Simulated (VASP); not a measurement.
# Al3GaN4 (P1) in VASP: single point with PBEsol

Aim: the single point of Al3GaN4 with PBEsol.

Program: VASP 6.6.1. These are calculated values, not measurements. Logs are shortened: lines on timing, memory, paths and dates and some standing lists are left out, and cuts for length are marked.

### Step 1. The cell of the first run

The typed cell holds 8 atoms: a = 4.345 Å, b = 4.480 Å, c = 4.351 Å, α = 91.05°, β = 91.70°, γ = 90.00°.

### Step 2. Single point, PBEsol (atoms moved at random and the cell strained at random)

File INCAR:

```
SYSTEM = Al3GaN4
ALGO     = Normal         ! electronic algorithm
EDIFF    = 1E-6           ! SCF threshold, eV
ENCUT    = 520            ! plane-wave cutoff, eV
GGA      = PS             ! functional
ISIF     = 2              ! what is computed and relaxed
ISMEAR   = 0              ! smearing method
LASPH    = .TRUE.         ! aspherical terms in the spheres
LCHARG   = .FALSE.        ! write CHGCAR
LREAL    = .FALSE.        ! projectors in reciprocal space
LWAVE    = .FALSE.        ! write WAVECAR
NBANDS   = 31             ! bands
NELM     = 100            ! most SCF steps
PREC     = Accurate       ! precision mode
SIGMA    = 0.05           ! smearing width, eV
```

File KPOINTS:

```
k-points
0
G
  6 6 6
  0 0 0
```

File POSCAR:

```
Al3GaN4
1.0
    4.3445638517     -0.0004119117     -0.0646705312
   -0.0004119117      4.4795721252     -0.0405427746
   -0.0646705312     -0.0405427746      4.3499702659
Al Ga N
3 1 4
Direct
    0.4530174033      0.4679263884      0.0100571018
    0.4850649078     -0.0549328485      0.5276586109
    0.0168482010      0.5652717661      0.5337124581
   -0.0154186422      0.0388235252      0.0132180779
    0.7466329980      0.7374648280      0.2643474982
    0.7451396948      0.3071026561      0.7255872631
    0.2706269134      0.7508774667      0.7271059856
    0.2980885238      0.1874662181      0.1983130044
```

Potentials or basis: VASP PAW PBE potentials, release 64 (Al, Ga_d, N).

Started as:

```console
> cat potpaw_PBE.64/Al/POTCAR potpaw_PBE.64/Ga_d/POTCAR potpaw_PBE.64/N/POTCAR > POTCAR
> mpirun -np 1 vasp_std > vasp.out
```

OUTCAR:

```text
SYSTEM = Al3GaN4
   EDIFF = 1E-6
   ENCUT = 520
   GGA = PS
   ISIF = 2
   ISMEAR = 0
   LASPH = .TRUE.
   LREAL = .FALSE.
   NELM = 100
   PREC = Accurate

 ion  position               nearest neighbor table
   1  0.453  0.468  0.010-   8 1.67   6 1.93   7 1.94   5 2.04   4 2.80   3 2.81   4 3.00   2 3.03
                             3 3.03   2 3.08   2 3.12   2 3.28   3 3.29   3 3.32
   2  0.485  0.945  0.528-   7 1.57   5 1.87   8 1.97   6 2.13   3 2.65   3 2.87   4 3.01   1 3.03
                             1 3.08   4 3.10   4 3.11   1 3.12   1 3.28
   3  0.017  0.565  0.534-   7 1.59   5 1.82   6 1.88   8 2.55   2 2.65   1 2.81   2 2.87   4 2.95
                             1 3.03   4 3.13   1 3.29   1 3.32
   4  0.985  0.039  0.013-   8 1.69   6 2.02   5 2.05   7 2.19   1 2.80   3 2.95   1 3.00   2 3.01
                             2 3.10   2 3.11   3 3.13
   5  0.747  0.737  0.264-   3 1.82   2 1.87   1 2.04   4 2.05
   6  0.745  0.307  0.726-   3 1.88   1 1.93   4 2.02   2 2.13
   7  0.271  0.751  0.727-   2 1.57   3 1.59   1 1.94   4 2.19
   8  0.298  0.187  0.198-   1 1.67   4 1.69   2 1.97   3 2.55

  LATTYP: Found a triclinic cell.
 ALAT       =     6.0566457662
 B/A-ratio  =     0.7174012375
 C/A-ratio  =     0.7396429940
 COS(alpha) =     0.0000520347
 COS(beta)  =     0.0132300043
 COS(gamma) =     0.6960357220

  Lattice vectors:

 A1 = (  -4.2798933205,   0.0409546863,  -4.2852997347)
 A2 = (  -4.3445638517,   0.0004119117,   0.0646705312)
 A3 = (  -0.0004119117,   4.4795721252,  -0.0405427746)

Analysis of symmetry for initial positions (statically):
=====================================================================
 Subroutine PRICEL returns:
 Original cell was already a primitive cell.

 Routine SETGRP: Setting up the symmetry group for a
 triclinic supercell.

 Subroutine GETGRP returns: Found  1 space group operations
 (whereof  1 operations were pure point group operations)
 out of a pool of  2 trial point group operations.

The static configuration has the point symmetry C_1 .

Analysis of symmetry for dynamics (positions and initial velocities):
=====================================================================
 Subroutine PRICEL returns:
 Original cell was already a primitive cell.

 Routine SETGRP: Setting up the symmetry group for a
 triclinic supercell.

 Subroutine GETGRP returns: Found  1 space group operations
 (whereof  1 operations were pure point group operations)
 out of a pool of  2 trial point group operations.

The dynamic configuration has the point symmetry C_1 .

 Subroutine INISYM returns: Found  1 space group operations
 (whereof  1 operations are pure point group operations),
 and found     1 'primitive' translations

----------------------------------------------------------------------------------------

                                     Primitive cell

  volume of cell :      84.6323

  direct lattice vectors                    reciprocal lattice vectors
     4.344563852 -0.000411912 -0.064670531     0.230223662  0.000052152  0.003423196
    -0.000411912  4.479572125 -0.040542775     0.000052152  0.223254451  0.002081561
    -0.064670531 -0.040542775  4.349970266     0.003423196  0.002081561  0.229956922

  length of vectors
     4.345045168  4.479755608  4.350639873     0.230249117  0.223264160  0.229991820

  position of ions in fractional coordinates (direct lattice)
     0.453017403  0.467926388  0.010057102
     0.485064908  0.945067151  0.527658611
     0.016848201  0.565271766  0.533712458
     0.984581358  0.038823525  0.013218078
     0.746632998  0.737464828  0.264347498
     0.745139695  0.307102656  0.725587263
     0.270626913  0.750877467  0.727105986
     0.298088524  0.187466218  0.198313004

  ion indices of the primitive-cell ions
   primitive index   ion index
                 1           1
                 2           2
                 3           3
                 4           4
                 5           5
                 6           6
                 7           7
                 8           8

----------------------------------------------------------------------------------------

 KPOINTS: k-points

Automatic generation of k-mesh.
 Grid dimensions read from file:
 generate k-points for:    6    6    6

 Generating k-lattice:

  Cartesian coordinates                     Fractional coordinates (reciprocal lattice)
     0.038370610  0.000008692  0.000570533     0.166666667  0.000000000  0.000000000
     0.000008692  0.037209075  0.000346927    -0.000000000  0.166666667  0.000000000
     0.000570533  0.000346927  0.038326154     0.000000000  0.000000000  0.166666667

  Length of vectors
     0.038374853  0.037210693  0.038331970

  Shift w.r.t. Gamma in fractional coordinates (k-lattice)
     0.000000000  0.000000000  0.000000000

 Subroutine IBZKPT returns following result:
 ===========================================

 Found    112 irreducible k-points:

 Following reciprocal coordinates:
            Coordinates               Weight
  0.000000  0.000000  0.000000      1.000000
  0.166667  0.000000  0.000000      2.000000
  0.333333  0.000000  0.000000      2.000000
  0.500000  0.000000  0.000000      1.000000
 -0.000000  0.166667  0.000000      2.000000
  0.166667  0.166667  0.000000      2.000000
[... 16 lines left out ...]
  0.333333 -0.000000  0.166667      2.000000
  0.500000  0.000000  0.166667      2.000000
 [... further k-points ...]
   k-points           NKPTS =    112   k-points in BZ     NKDIM =    112   number of bands    NBANDS=     31
   number of dos      NEDOS =    301   number of ions     NIONS =      8
   total plane-waves  NPLWV =  36864
   dimension x,y,z NGX =    32 NGY =   36 NGZ =   32
   dimension x,y,z NGXF=    64 NGYF=   72 NGZF=   64
   ions per type =               3   1   4
   NGX,Y,Z   is equivalent  to a cutoff of  12.24, 13.36, 12.23 a.u.
   NGXF,Y,Z  is equivalent  to a cutoff of  24.49, 26.72, 24.46 a.u.
 SYSTEM =  Al3GaN4
   PREC   = accura    normal or accurate (medium, high low for compatibility)
   ISTART =      0    job   : 0-new  1-cont  2-samecut
   ICHARG =      2    charge: 1-file 2-atom 10-const
   ISPIN  =      1    spin polarized calculation?
   LNONCOLLINEAR =      F non collinear calculations
   LSORBIT =      F    spin-orbit coupling
   LASPH  =      T    aspherical Exc in radial PAW
   ENCUT  =  520.0 eV  38.22 Ry    6.18 a.u.   8.08  8.33  8.09*2*pi/ulx,y,z
   NELM   =    100;   NELMIN=  2; NELMDL= -5     # of ELM steps
   EDIFF  = 0.1E-05   stopping-criterion for ELM
   LREAL  =      F    real-space projection
   EDIFFG = 0.1E-04   stopping-criterion for IOM
   NSW    =      0    number of steps for IOM
   IBRION =     -1    ionic relax: 0-MD 1-quasi-New 2-CG
   NFREE  =      0    steps in history (QN), initial steepest desc. (CG)
   ISIF   =      2    stress and relaxation
   ISYM   =      2    0-nonsym 1-usesym 2-fastsym
   POTIM  = 0.5000    time-step for ionic-motion
   TEBEG  =    0.0;   TEEND  =   0.0 temperature during run
   PSTRESS=    0.0 pullay stress
   NELECT =      42.0000    total number of electrons
   NUPDOWN=      -1.0000    fix difference up-down
   EMIN   =  10.00;   EMAX   =-10.00  energy-range for DOS
   EFERMI =   0.00;   METHOD = LEGACY
   ISMEAR =     0;   SIGMA  =   0.05  broadening in eV -4-tet -1-fermi 0-gaus
   EFERMI_NEDOS =   21; number of points for ismear=-14 and -15
   IALGO  =     38    algorithm
   IMIX   =      4    mixing-type and parameters
     AMIX     =   0.40;   BMIX     =  1.00
     AMIX_MAG =   1.60;   BMIX_MAG =  1.00
  volume/ion in A,a.u.               =      10.58        71.39
  Fermi-wavevector in a.u.,A,eV,Ry     =   1.296122  2.449315 22.856863  1.679932
  Thomas-Fermi vector in A             =   2.427598
   LORBIT       =      0    0 simple, 1 ext, 2 COOP (PROOUT), +10 PAW based schemes
   GGA     = PS    functional components
   LHFCALC =     F    Hartree Fock is set to
   AEXX    =    0.0000 exact exchange contribution
   IVDW    =     0    specifies the selected vdW correction
   LEPSILON=     F    determine dielectric tensor
   LRPA    =     F    only Hartree local field effects (RPA)
 non-spin polarized calculation
 Gauss-broadening in eV      SIGMA  =   0.05
  energy-cutoff  :      520.00
  volume of cell :       84.63
 maximum number of plane-waves:      2297
   NGX = 17   NGY = 17   NGZ = 17

 number of electron      42.0000014 magnetization

 Free energy of the ion-electron system (eV)
  ---------------------------------------------------
  ext. energy  EPLUGINS =         0.00000000
  ---------------------------------------------------
  free energy    TOTEN  =       -54.57735520 eV

  energy without entropy =      -54.57735520  energy(sigma->0) =      -54.57735520

 E-fermi :   6.3694     XC(G=0): -11.3603

 val. band max:        6.0958349503   @ k =   0.1667   0.1667   0.0000
 cond. band min:       8.3239950445   @ k =   0.0000   0.0000   0.0000
 fundamental gap:      2.2281600941
 Fermi energy:         6.3693874999

 k-point     1 :       0.0000    0.0000    0.0000
  band No.  band energies     occupation
      1      -9.8989      2.00000
      2      -8.5661      2.00000
      3      -7.6919      2.00000
      4      -7.4195      2.00000
      5      -7.1207      2.00000
      6      -7.0944      2.00000
[... 23 lines left out ...]
     30      16.9948      0.00000
     31      17.5857      0.00000

 k-point     2 :       0.1667    0.0000    0.0000
  band No.  band energies     occupation
      1      -9.7891      2.00000
      2      -8.5668      2.00000
      3      -7.7389      2.00000
      4      -7.4295      2.00000
      5      -7.1169      2.00000
      6      -7.0928      2.00000
[... 23 lines left out ...]
     30      16.9735      0.00000
     31      17.5780      0.00000

 k-point     3 :       0.3333    0.0000    0.0000
  band No.  band energies     occupation
      1      -9.5163      2.00000
      2      -8.5630      2.00000
      3      -7.9082      2.00000
      4      -7.4486      2.00000
      5      -7.1110      2.00000
      6      -7.0900      2.00000
[... 23 lines left out ...]
     30      16.7029      0.00000
     31      17.2760      0.00000

 k-point     4 :       0.5000    0.0000    0.0000
  band No.  band energies     occupation
      1      -9.3306      2.00000
      2      -8.5503      2.00000
      3      -8.0707      2.00000
      4      -7.4577      2.00000
      5      -7.1104      2.00000
      6      -7.0887      2.00000
[... 23 lines left out ...]
     30      16.7723      0.00000
     31      17.2885      0.00000

 k-point     5 :      -0.0000    0.1667    0.0000
  band No.  band energies     occupation
      1      -9.7937      2.00000
      2      -8.6135      2.00000
      3      -7.6915      2.00000
      4      -7.4437      2.00000
      5      -7.1173      2.00000
      6      -7.0910      2.00000
[... 23 lines left out ...]
     30      17.0355      0.00000
     31      17.3115      0.00000
[... 542 lines left out ...]
     30      16.8359      0.00000
     31      17.5862      0.00000

 k-point    22 :       0.1667   -0.0000    0.1667
  band No.  band energies     occupation
      1      -9.6685      2.00000
      2      -8.6114      2.00000
      3      -7.7598      2.00000
      4      -7.4506      2.00000
      5      -7.1145      2.00000
      6      -7.0883      2.00000
[... 23 lines left out ...]
     30      16.7336      0.00000
     31      17.3865      0.00000

 k-point    23 :       0.3333   -0.0000    0.1667
  band No.  band energies     occupation
      1      -9.4100      2.00000
      2      -8.6017      2.00000
      3      -7.9060      2.00000
      4      -7.4658      2.00000
      5      -7.1083      2.00000
      6      -7.0854      2.00000
[... 23 lines left out ...]
     30      16.4297      0.00000
     31      17.1356      0.00000

 k-point    24 :       0.5000    0.0000    0.1667
  band No.  band energies     occupation
      1      -9.2632      2.00000
      2      -8.5823      2.00000
      3      -7.9980      2.00000
      4      -7.4732      2.00000
      5      -7.1063      2.00000
      6      -7.0836      2.00000
[... 23 lines left out ...]
     30      16.4206      0.00000
     31      17.0004      0.00000

 [... further k-points ...]
[... 5 lines left out ...]
  --------------------------------------------------------------------------------------
  -------------------------------------------------------------------------------------
  Total       16.7070152      9.0828854     10.0638639     10.4247589     -0.3351887      2.2801647
  in kB      316.2810875    171.9484194    190.5193582    197.3514748     -6.3454692     43.1658778
  external PRESSURE =     226.2496217 kB  Pullay stress =       0.0000000 kB

 VOLUME and BASIS-vectors are now :
 -----------------------------------------------------------------------------
  energy-cutoff  :      520.00
  volume of cell :       84.63
      direct lattice vectors                 reciprocal lattice vectors
     4.344563852 -0.000411912 -0.064670531     0.230223662  0.000052152  0.003423196
    -0.000411912  4.479572125 -0.040542775     0.000052152  0.223254451  0.002081561
    -0.064670531 -0.040542775  4.349970266     0.003423196  0.002081561  0.229956922

 POSITION                                       TOTAL-FORCE (eV/Angst)
 -----------------------------------------------------------------------------------
      1.96732      2.09552     -0.00452         4.658870      3.855194     -2.007660
      2.07288      4.21190      2.22561         6.436495      7.726951     -5.969847
      0.03845      2.51053      2.29763        -5.983670     -5.871327     -4.124323
      4.27671      0.17297     -0.00775        -4.297677     -2.126322     -1.901482
      3.22640      3.29250      1.07172        -0.038360      0.357009     -1.361611
      3.19026      1.34596      3.09564        -0.106684     -2.578238      0.900581
      1.12842      3.33402      3.11495        -1.136381     -1.606873      8.766967
      1.28216      0.83161      0.83578         0.467405      0.243606      5.697374
 -----------------------------------------------------------------------------------
    total drift:                                0.000728     -0.000131     -0.000743

  FREE ENERGIE OF THE ION-ELECTRON SYSTEM (eV)
  ---------------------------------------------------
  free  energy   TOTEN  =       -54.5773552018 eV

  energy  without entropy=      -54.5773552018  energy(sigma->0) =      -54.57735520
```

Wall time 95 s (1 thread of Intel Xeon 6975P-C (Granite Rapids), shared host); peak memory 0.36 GiB.

What came out:

| Item | Value |
| --- | --- |
| Free energy | -54.5774 eV |
| Pressure | 22.6 GPa |
| Largest force | 11.695 eV/Å |
| Band gap on the k mesh | 2.23 eV (least direct gap 2.25 eV) |

Forces in eV/Å, atoms in the order of the input:
```
Al   4.659  3.855 -2.008
Al   6.436  7.727 -5.970
Al  -5.984 -5.871 -4.124
Ga  -4.298 -2.126 -1.901
N   -0.038  0.357 -1.362
N   -0.107 -2.578  0.901
N   -1.136 -1.607  8.767
N    0.467  0.244  5.697
```

Levels at points of the mesh, in eV from the valence-band top:
| k point | band 19 | band 20 | band 21 | band 22 | band 23 | band 24 |
| --- | --- | --- | --- | --- | --- | --- |
| (0.00, 0.00, 0.00) | -0.80 | -0.12 | -0.02 | 2.23 | 2.55 | 2.79 |
| (0.50, 0.00, 0.00) | -1.14 | -0.99 | -0.65 | 4.26 | 4.48 | 5.25 |
| (0.00, 0.50, 0.00) | -1.66 | -0.94 | -0.61 | 4.32 | 4.76 | 4.95 |
| (0.50, 0.50, 0.00) | -1.17 | -0.81 | -0.23 | 5.54 | 5.63 | 6.43 |
| (0.00, 0.00, 0.50) | -1.41 | -1.28 | -0.81 | 4.38 | 4.65 | 5.00 |
| (0.50, 0.00, 0.50) | -1.35 | -0.37 | -0.14 | 5.54 | 6.02 | 6.23 |
| (0.00, 0.50, 0.50) | -0.73 | -0.48 | -0.13 | 5.19 | 5.59 | 5.87 |
| (0.50, 0.50, 0.50) | -0.49 | -0.23 | -0.02 | 4.45 | 5.37 | 6.06 |

Caveat: the cell differs from its parent crystal (atoms moved at random and the cell strained at random); the cell stands under pressure; the PAW data sets were made with another functional, which shifts forces and pressure a little. A k mesh can miss the band edges.
